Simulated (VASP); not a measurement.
# Cr (Im-3m) in VASP: further runs

The runs below take Cr through single point, density of states, relaxation of cell and atoms, with LDA+U, LDA.

All numbers are computed with VASP 6.6.1; they aren't measurements. Logs are shortened: lines on timing, memory, paths and dates and some standing lists are left out, and cuts for length are marked.

### Step 1. The cell of the first run

It takes space group Im-3m (No. 229, cubic). Conventional cell: a = 2.796 Å, b = 2.796 Å, c = 2.796 Å, α = 90.00°, β = 90.00°, γ = 90.00°. Cr (site symmetry m-3m) has 14 Cr at 2.42 to 2.80 Å within 3.2 Å.

### Step 2. Single point, LDA+U, collinear spin, ferromagnetic start

Contents of INCAR:

```
SYSTEM = Cr
PREC = Accurate ; ENCUT = 520
EDIFF = 1E-6 ; ISMEAR = -1
SIGMA = 0.1 ; LREAL = .False.
LASPH = .True. ; NELM = 150
ALGO = Normal ; ISIF = 2
LWAVE = .False. ; LCHARG = .False.
ISPIN = 2 ; MAGMOM = 2
LORBIT = 11 ; LMAXMIX = 4
LDAU = .True. ; LDAUTYPE = 2
LDAUL = 2 ; LDAUU = 3
LDAUJ = 0 ; LDAUPRINT = 1
GGA = CA ; NBANDS = 16
```

Contents of KPOINTS:

```
Automatic mesh
0
Gamma
  21 21 21
  0.5 0.5 0.5
```

Contents of POSCAR:

```
Cr
1.0
   -1.3978846488      1.3978846488      1.3978846488
    1.3978846488     -1.3978846488      1.3978846488
    1.3978846488      1.3978846488     -1.3978846488
Cr
1
Direct
    0.0000000000      0.0000000000      0.0000000000
```

Potentials or basis: VASP PAW LDA potentials, release 64 (Cr_pv).

Run with:

```sh
$ cat potpaw_LDA.64/Cr_pv/POTCAR > POTCAR
$ mpirun -np 1 vasp_std > vasp.out
```

OUTCAR:

```text
SYSTEM = Cr
   PREC = Accurate
   ENCUT = 520
   EDIFF = 1E-6
   ISMEAR = -1
   LREAL = .False.
   LASPH = .True.
   NELM = 150
   ISIF = 2
   ISPIN = 2
   LORBIT = 11
   GGA = CA

 ion  position               nearest neighbor table
   1  0.000  0.000  0.000-

  LATTYP: Found a body centered cubic cell.
 ALAT       =     2.7957692976

  Lattice vectors:

 A1 = (  -1.3978846488,   1.3978846488,   1.3978846488)
 A2 = (   1.3978846488,  -1.3978846488,   1.3978846488)
 A3 = (   1.3978846488,   1.3978846488,  -1.3978846488)

Analysis of symmetry for initial positions (statically):
=====================================================================
 Subroutine PRICEL returns:
 Original cell was already a primitive cell.

 Routine SETGRP: Setting up the symmetry group for a
 body centered cubic supercell.

 Subroutine GETGRP returns: Found 48 space group operations
 (whereof 48 operations were pure point group operations)
 out of a pool of 48 trial point group operations.

The static configuration has the point symmetry O_h .

Analysis of symmetry for dynamics (positions and initial velocities):
=====================================================================
 Subroutine PRICEL returns:
 Original cell was already a primitive cell.

 Routine SETGRP: Setting up the symmetry group for a
 body centered cubic supercell.

 Subroutine GETGRP returns: Found 48 space group operations
 (whereof 48 operations were pure point group operations)
 out of a pool of 48 trial point group operations.

The dynamic configuration has the point symmetry O_h .

Analysis of structural, dynamic, and magnetic symmetry:
=====================================================================
 Subroutine PRICEL returns:
 Original cell was already a primitive cell.

 Routine SETGRP: Setting up the symmetry group for a
 body centered cubic supercell.

 Subroutine GETGRP returns: Found 48 space group operations
 (whereof 48 operations were pure point group operations)
 out of a pool of 48 trial point group operations.

The overall configuration has the point symmetry O_h .

 Subroutine INISYM returns: Found 48 space group operations
 (whereof 48 operations are pure point group operations),
 and found     1 'primitive' translations

----------------------------------------------------------------------------------------

                                     Primitive cell

  volume of cell :      10.9263

  direct lattice vectors                    reciprocal lattice vectors
    -1.397884649  1.397884649  1.397884649     0.000000000  0.357683304  0.357683304
     1.397884649 -1.397884649  1.397884649     0.357683304  0.000000000  0.357683304
     1.397884649  1.397884649 -1.397884649     0.357683304  0.357683304  0.000000000

  length of vectors
     2.421207235  2.421207235  2.421207235     0.505840580  0.505840580  0.505840580

  position of ions in fractional coordinates (direct lattice)
     0.000000000  0.000000000  0.000000000

  ion indices of the primitive-cell ions
   primitive index   ion index
                 1           1

----------------------------------------------------------------------------------------

 KPOINTS: Automatic mesh

Automatic generation of k-mesh.
 Grid dimensions read from file:
 generate k-points for:   21   21   21

 Generating k-lattice:
[... 45 lines left out ...]
   number of dos      NEDOS =    301   number of ions     NIONS =      1
   total plane-waves  NPLWV =   5832
   dimension x,y,z NGX =    18 NGY =   18 NGZ =   18
   dimension x,y,z NGXF=    36 NGYF=   36 NGZF=   36
   ions per type =               1
   NGX,Y,Z   is equivalent  to a cutoff of  12.36, 12.36, 12.36 a.u.
   NGXF,Y,Z  is equivalent  to a cutoff of  24.72, 24.72, 24.72 a.u.
 SYSTEM =  Cr
   PREC   = accura    normal or accurate (medium, high low for compatibility)
   ISTART =      0    job   : 0-new  1-cont  2-samecut
   ICHARG =      2    charge: 1-file 2-atom 10-const
   ISPIN  =      2    spin polarized calculation?
   LNONCOLLINEAR =      F non collinear calculations
   LSORBIT =      F    spin-orbit coupling
   LASPH  =      T    aspherical Exc in radial PAW
   ENCUT  =  520.0 eV  38.22 Ry    6.18 a.u.   4.50  4.50  4.50*2*pi/ulx,y,z
   NELM   =    150;   NELMIN=  2; NELMDL= -5     # of ELM steps
   EDIFF  = 0.1E-05   stopping-criterion for ELM
   LREAL  =      F    real-space projection
   EDIFFG = 0.1E-04   stopping-criterion for IOM
   NSW    =      0    number of steps for IOM
   IBRION =     -1    ionic relax: 0-MD 1-quasi-New 2-CG
   NFREE  =      0    steps in history (QN), initial steepest desc. (CG)
   ISIF   =      2    stress and relaxation
   ISYM   =      2    0-nonsym 1-usesym 2-fastsym
   POTIM  = 0.5000    time-step for ionic-motion
   TEBEG  =    0.0;   TEEND  =   0.0 temperature during run
   PSTRESS=    0.0 pullay stress
   NELECT =      12.0000    total number of electrons
   NUPDOWN=      -1.0000    fix difference up-down
   EMIN   =  10.00;   EMAX   =-10.00  energy-range for DOS
   EFERMI =   0.00;   METHOD = LEGACY
   ISMEAR =    -1;   SIGMA  =   0.10  broadening in eV -4-tet -1-fermi 0-gaus
   EFERMI_NEDOS =   21; number of points for ismear=-14 and -15
   IALGO  =     38    algorithm
   IMIX   =      4    mixing-type and parameters
     AMIX     =   0.40;   BMIX     =  1.00
     AMIX_MAG =   1.60;   BMIX_MAG =  1.00
  volume/ion in A,a.u.               =      10.93        73.73
  Fermi-wavevector in a.u.,A,eV,Ry     =   1.689055  3.191852 38.816175  2.852908
  Thomas-Fermi vector in A             =   2.771251
   LORBIT       =     11    0 simple, 1 ext, 2 COOP (PROOUT), +10 PAW based schemes
 LDA+U is selected, type is set to LDAUTYPE =  2
   angular momentum for each species LDAUL =     2
   U (eV)           for each species LDAUU =   3.0
   J (eV)           for each species LDAUJ =   0.0
   GGA     = CA    functional components
   LHFCALC =     F    Hartree Fock is set to
   AEXX    =    0.0000 exact exchange contribution
   IVDW    =     0    specifies the selected vdW correction
   LEPSILON=     F    determine dielectric tensor
   LRPA    =     F    only Hartree local field effects (RPA)
 spin polarized calculation
  energy-cutoff  :      520.00
  volume of cell :       10.93
 maximum number of plane-waves:       321
   NGX =  9   NGY =  9   NGZ =  9

 number of electron      12.0000013 magnetization       0.0011123

atom =   1  type =  1  l = 2

 onsite density matrix

spin component  1

  0.5168 -0.0000 -0.0000 -0.0000 -0.0000
 -0.0000  0.5168  0.0000 -0.0000  0.0000
 -0.0000  0.0000  0.3029 -0.0000 -0.0000
 -0.0000 -0.0000 -0.0000  0.5168  0.0000
 -0.0000  0.0000 -0.0000  0.0000  0.3029

spin component  2

  0.5168 -0.0000 -0.0000 -0.0000 -0.0000
 -0.0000  0.5168  0.0000 -0.0000  0.0000
 -0.0000  0.0000  0.3028 -0.0000 -0.0000
 -0.0000 -0.0000 -0.0000  0.5168  0.0000
 -0.0000  0.0000 -0.0000  0.0000  0.3028

 occupancies and eigenvectors

  o =  0.3028  v =  0.0000  0.0000  0.0000  0.0000  0.0000  0.0000 -0.0000 -0.0372 -0.0000 -0.9993      0.0000  0.0000  0.0000  0.0000  0.0000  0.0000  0.0000  0.0000  0.0000  0.0000
  o =  0.3028  v =  0.0000  0.0000  0.0000  0.0000  0.0000  0.0000 -0.0000  0.9993 -0.0000 -0.0372      0.0000  0.0000  0.0000  0.0000  0.0000  0.0000  0.0000  0.0000  0.0000  0.0000
  o =  0.3029  v =  0.0000  0.0000  0.0183 -0.0000 -0.9998  0.0000  0.0000  0.0000  0.0000  0.0000      0.0000  0.0000  0.0000  0.0000  0.0000  0.0000  0.0000  0.0000  0.0000  0.0000
  o =  0.3029  v =  0.0000 -0.0000  0.9998  0.0000  0.0183  0.0000  0.0000  0.0000  0.0000  0.0000      0.0000  0.0000  0.0000  0.0000  0.0000  0.0000  0.0000  0.0000  0.0000  0.0000
  o =  0.5168  v =  0.0000 -0.9429 -0.0000 -0.3330  0.0000  0.0000  0.0000  0.0000  0.0000  0.0000      0.0000  0.0000  0.0000  0.0000  0.0000  0.0000  0.0000  0.0000  0.0000  0.0000
  o =  0.5168  v =  0.0000 -0.3330 -0.0000  0.9429  0.0000  0.0000  0.0000  0.0000  0.0000  0.0000      0.0000  0.0000  0.0000  0.0000  0.0000  0.0000  0.0000  0.0000  0.0000  0.0000
  o =  0.5168  v =  1.0000  0.0000  0.0000  0.0000  0.0000  0.0000  0.0000  0.0000  0.0000  0.0000      0.0000  0.0000  0.0000  0.0000  0.0000  0.0000  0.0000  0.0000  0.0000  0.0000
  o =  0.5168  v =  0.0000  0.0000  0.0000  0.0000  0.0000  0.0000  0.8990  0.0000  0.4379  0.0000      0.0000  0.0000  0.0000  0.0000  0.0000  0.0000  0.0000  0.0000  0.0000  0.0000
  o =  0.5168  v =  0.0000  0.0000  0.0000  0.0000  0.0000  0.0000 -0.4379 -0.0000  0.8990 -0.0000      0.0000  0.0000  0.0000  0.0000  0.0000  0.0000  0.0000  0.0000  0.0000  0.0000
  o =  0.5168  v =  0.0000  0.0000  0.0000  0.0000  0.0000  1.0000  0.0000  0.0000  0.0000  0.0000      0.0000  0.0000  0.0000  0.0000  0.0000  0.0000  0.0000  0.0000  0.0000  0.0000

 number of electron      12.0000013 magnetization      -0.0000079

 Free energy of the ion-electron system (eV)
  ---------------------------------------------------
  ext. energy  EPLUGINS =         0.00000000
  ---------------------------------------------------
  free energy    TOTEN  =        -7.07599643 eV

  energy without entropy =       -7.05583417  energy(sigma->0) =       -7.06591530

 E-fermi :  11.6628     XC(G=0): -14.3370

 val. band max:       11.6592841514   @ k =  -0.1190   0.2143   0.0238
 cond. band min:      11.6653988259   @ k =  -0.3095   0.3571   0.2143
 fundamental gap:      0.0061146745
 Fermi energy:        11.6628426671

 spin component 1

 k-point     1 :       0.0238    0.0238    0.0238
  band No.  band energies     occupation
      1     -30.7467      1.00000
      2     -30.7081      1.00000
      3     -30.7081      1.00000
      4       3.7920      1.00000
      5      10.4898      0.99999
      6      10.4898      0.99999
[... 895 lines left out ...]
      5       9.4313      1.00000
      6       9.8498      1.00000
[... 8 lines left out ...]
     15      42.8823      0.00000
     16      44.8442      0.00000

 [... further k-points ...]
[... 5 lines left out ...]
  --------------------------------------------------------------------------------------
  -------------------------------------------------------------------------------------
  Total        0.2544587      0.2544587      0.2544587     -0.0000000      0.0000000      0.0000000
  in kB       37.3124572     37.3124572     37.3124572     -0.0000000      0.0000000      0.0000000
  external PRESSURE =      37.3124572 kB  Pullay stress =       0.0000000 kB

 VOLUME and BASIS-vectors are now :
 -----------------------------------------------------------------------------
  energy-cutoff  :      520.00
  volume of cell :       10.93
      direct lattice vectors                 reciprocal lattice vectors
    -1.397884649  1.397884649  1.397884649     0.000000000  0.357683304  0.357683304
     1.397884649 -1.397884649  1.397884649     0.357683304  0.000000000  0.357683304
     1.397884649  1.397884649 -1.397884649     0.357683304  0.357683304  0.000000000

 POSITION                                       TOTAL-FORCE (eV/Angst)
 -----------------------------------------------------------------------------------
      0.00000      0.00000      0.00000         0.000000     -0.000000     -0.000000
 -----------------------------------------------------------------------------------
    total drift:                                0.000000      0.000000      0.000000

  FREE ENERGIE OF THE ION-ELECTRON SYSTEM (eV)
  ---------------------------------------------------
  free  energy   TOTEN  =        -7.0759964315 eV

  energy  without entropy=       -7.0558341711  energy(sigma->0) =       -7.06591530

 total charge

# of ion       s       p       d       tot
------------------------------------------
    1        0.453   6.453   4.274  11.181

 magnetization (x)

# of ion       s       p       d       tot
------------------------------------------
    1       -0.000   0.000  -0.000  -0.000
```

Wall time 51 s (1 thread of Intel Xeon 6975P-C (Granite Rapids), shared host); peak memory 0.17 GiB.

What came out:

```yaml
Free_energy: -7.0760 eV
Pressure: 3.7 GPa
Band_gap_on_the_k_mesh: zero (filled and empty bands overlap)
Net_moment: 0.00 μB per cell
Valence_electrons_inside_the_program's_atomic_spheres: Cr 11.18
```

Eigenvalues of the final occupation matrices:
```csv
site,spin,trace,eigenvalues
site 1 d,1,2.16,0.30 0.30 0.52 0.52 0.52
site 1 d,2,2.16,0.30 0.30 0.52 0.52 0.52
```

Caveat: the starting moments collapsed, and a magnetic state may lie lower; the U is typed as a test and isn't derived for this compound. The state reached can hang on the start; a lower one may exist.

### Step 3. Density of states, LDA, collinear spin, ferromagnetic start

This run uses another cell than the first one, of 10.84 Å³/atom, 0.992 times its volume.

Contents of POSCAR:

```
Cr
1.0
   -1.3943742682      1.3943742682      1.3943742682
    1.3943742682     -1.3943742682      1.3943742682
    1.3943742682      1.3943742682     -1.3943742682
Cr
1
Direct
    0.0000000000      0.0000000000      0.0000000000
```

Contents of INCAR.step1:

```
SYSTEM = Cr
PREC     = Accurate       ! precision mode
ENCUT    = 520            ! plane-wave cutoff, eV
EDIFF    = 1E-6           ! SCF threshold, eV
ISMEAR   = -1             ! smearing method
SIGMA    = 0.1            ! smearing width, eV
LREAL    = .False.        ! projectors in reciprocal space
LASPH    = .True.         ! aspherical terms in the spheres
NELM     = 150            ! most SCF steps
ALGO     = Normal         ! electronic algorithm
ISIF     = 2              ! what is computed and relaxed
LWAVE    = .False.        ! write WAVECAR
LCHARG   = .True.         ! write CHGCAR
ISPIN    = 2              ! spin polarisation
MAGMOM   = 2              ! initial moments
LMAXMIX  = 4              ! l up to which the mixer works
GGA      = CA             ! functional
NBANDS   = 16             ! bands
```

Contents of KPOINTS.step1:

```
regular mesh
0
Gamma
  21 21 21
  0 0 0
```

Contents of INCAR.step2:

```
SYSTEM = Cr
PREC     = Accurate       ! precision mode
ENCUT    = 520            ! plane-wave cutoff, eV
EDIFF    = 1E-6           ! SCF threshold, eV
ISMEAR   = -5             ! smearing method
SIGMA    = 0.1            ! smearing width, eV
LREAL    = .False.        ! projectors in reciprocal space
LASPH    = .True.         ! aspherical terms in the spheres
NELM     = 150            ! most SCF steps
ALGO     = Normal         ! electronic algorithm
ISIF     = 2              ! what is computed and relaxed
LWAVE    = .False.        ! write WAVECAR
LCHARG   = .False.        ! write CHGCAR
ISPIN    = 2              ! spin polarisation
MAGMOM   = 2              ! initial moments
LORBIT   = 11             ! projections on sites
LMAXMIX  = 4              ! l up to which the mixer works
GGA      = CA             ! functional
NBANDS   = 16             ! bands
NEDOS    = 1001           ! points of the DOS
ICHARG   = 11             ! starting density
```

Contents of KPOINTS.step2:

```
regular mesh
0
Gamma
  32 32 32
  0 0 0
```

Potentials or basis: VASP PAW LDA potentials, release 64 (Cr_pv).

Run with:

```sh
$ cat potpaw_LDA.64/Cr_pv/POTCAR > POTCAR
$ cp INCAR.step1 INCAR
$ cp KPOINTS.step1 KPOINTS
$ mpirun -np 1 vasp_std > vasp.out
$ cp INCAR.step2 INCAR
$ cp KPOINTS.step2 KPOINTS
$ mpirun -np 1 vasp_std > vasp.out
```

Run time: 2.5 min. Hardware: 1 thread of Intel Xeon 6975P-C (Granite Rapids), shared host; peak memory 0.53 GiB.

It converged, with:

```yaml
Net_moment: 0.00 μB per cell
Valence_electrons_inside_the_program's_atomic_spheres: Cr 11.20
```

Levels at points of the mesh, in eV from the Fermi level:
Spin up:
```tsv
k point	band 4	band 5	band 6	band 7	band 8	band 9
(0.00, 0.00, 0.00)	-8.03	-1.03	-1.03	-1.03	1.15	1.15
(0.50, 0.00, 0.00)	-4.79	-2.72	1.19	1.36	1.53	3.11
(0.50, 0.50, 0.50)	-4.78	-4.78	2.67	2.67	2.67	5.37
```
Spin down:
| k point | band 2 | band 3 | band 4 | band 5 | band 6 | band 7 | band 8 | band 9 | band 10 | band 11 |
| --- | --- | --- | --- | --- | --- | --- | --- | --- | --- | --- |
| (0.00, 0.00, 0.00) | -42.26 | -42.26 | -8.03 | -1.03 | -1.03 | -1.03 | 1.15 | 1.15 | 5.37 | 22.80 |
| (0.50, 0.00, 0.00) | -42.62 | -42.27 | -4.79 | -2.72 | 1.19 | 1.36 | 1.53 | 3.11 | 5.36 | 10.71 |
| (0.50, 0.50, 0.50) | -43.05 | -43.05 | -4.78 | -4.78 | 2.67 | 2.67 | 2.67 | 5.37 | 11.18 | 11.18 |

Caveat: the starting moments collapsed, and a magnetic state may lie lower; tetrahedron occupations give inexact forces and stress in metals.

### Step 4. Relaxation of cell and atoms, LDA+U, collinear spin, ferromagnetic start

This run uses another cell than the first one, of 10.84 Å³/atom, 0.992 times its volume.

Contents of INCAR:

```
ALGO     = Normal         # electronic algorithm
EDIFF    = 1E-6           # SCF threshold, eV
EDIFFG   = -0.005         # ionic threshold
ENCUT    = 600            # plane-wave cutoff, eV
GGA      = CA             # functional
IBRION   = 2              # ionic algorithm
ISIF     = 3              # what is computed and relaxed
ISMEAR   = -1             # smearing method
ISPIN    = 2              # spin polarisation
LASPH    = True           # aspherical terms in the spheres
LCHARG   = False          # write CHGCAR
LDAU     = True           # DFT+U
LDAUJ    = 0            
LDAUL    = 2              # shell
LDAUPRINT= 1            
LDAUTYPE = 2            
LDAUU    = 3              # U, eV
LMAXMIX  = 4              # l up to which the mixer works
LORBIT   = 11             # projections on sites
LREAL    = False          # projectors in reciprocal space
LWAVE    = False          # write WAVECAR
MAGMOM   = 2              # initial moments
NELM     = 150            # most SCF steps
NSW      = 60             # ionic steps
PREC     = Accurate       # precision mode
SIGMA    = 0.1            # smearing width, eV
```

KPOINTS is that of step 2.

Contents of POSCAR:

```
Cr
1.0
   -1.3942793776      1.3942793776      1.3942793776
    1.3942793776     -1.3942793776      1.3942793776
    1.3942793776      1.3942793776     -1.3942793776
Cr
1
Direct
    0.0000000000      0.0000000000      0.0000000000
```

Run with:

```sh
$ cat potpaw_LDA.64/Cr_pv/POTCAR > POTCAR
$ mpirun -np 1 vasp_std > vasp.out
```

It took 3.6 min on 1 thread of Oxide Virtual Turin-like, shared host; peak memory 0.15 GiB.

Results (log left out):

* Free energy: -7.0775 eV
* Relaxed volume: 11.06 Å³/atom
* Relaxed cell: a = 2.431 Å, b = 2.431 Å, c = 2.431 Å, α = 109.47°, β = 109.47°, γ = 109.47°
* Space group after relaxing (to 0.05 Å): Im-3m (No. 229)
* Energy gained by relaxing: 4.1 meV/atom
* Ionic steps: 5
* Pressure after relaxing: 0.0 GPa
* Band gap on the k mesh: zero (filled and empty bands overlap)
* Net moment: 0.00 μB per cell
* Valence electrons inside the program's atomic spheres: Cr 11.15

The path:
| step | energy change (eV) | largest force (eV/Å) | pressure (GPa) | volume (Å³) |
| --- | --- | --- | --- | --- |
| 1 | 0.0000 | 0.0000 | 6.05 | 10.84 |
| 2 | 0.0099 | 0.0000 | -10.13 | 11.50 |
| 3 | -0.0041 | 0.0000 | -0.13 | 11.07 |
| 4 | -0.0041 | 0.0000 | 0.12 | 11.06 |
| 5 | -0.0041 | 0.0000 | -0.03 | 11.06 |

Final structure:
```
Cr
1.0
    -1.40372    1.40372    1.40372
     1.40372   -1.40372    1.40372
     1.40372    1.40372   -1.40372
Cr
1
Direct
  0.00000 0.00000 0.00000
```

Levels at points of the mesh, in eV from the Fermi level:
Spin up:
| k point | band 3 | band 4 | band 5 | band 6 | band 7 | band 8 | band 9 | band 10 |
| --- | --- | --- | --- | --- | --- | --- | --- | --- |
| (0.50, 0.50, 0.50) | -43.12 | -4.20 | -4.20 | 2.48 | 2.48 | 2.48 | 5.21 | 10.96 |
Spin down:
```csv
k point,band 4,band 5,band 6,band 7,band 8,band 9
"(0.50, 0.50, 0.50)",-4.20,-4.20,2.48,2.48,2.48,5.21
```

Eigenvalues of the final occupation matrices:
```
    site  spin  trace               eigenvalues
site 1 d     1   2.15  0.30 0.30 0.52 0.52 0.52
site 1 d     2   2.15  0.30 0.30 0.52 0.52 0.52
```

Caveat: the starting moments collapsed, and a magnetic state may lie lower; the U is typed as a test and isn't derived for this compound.
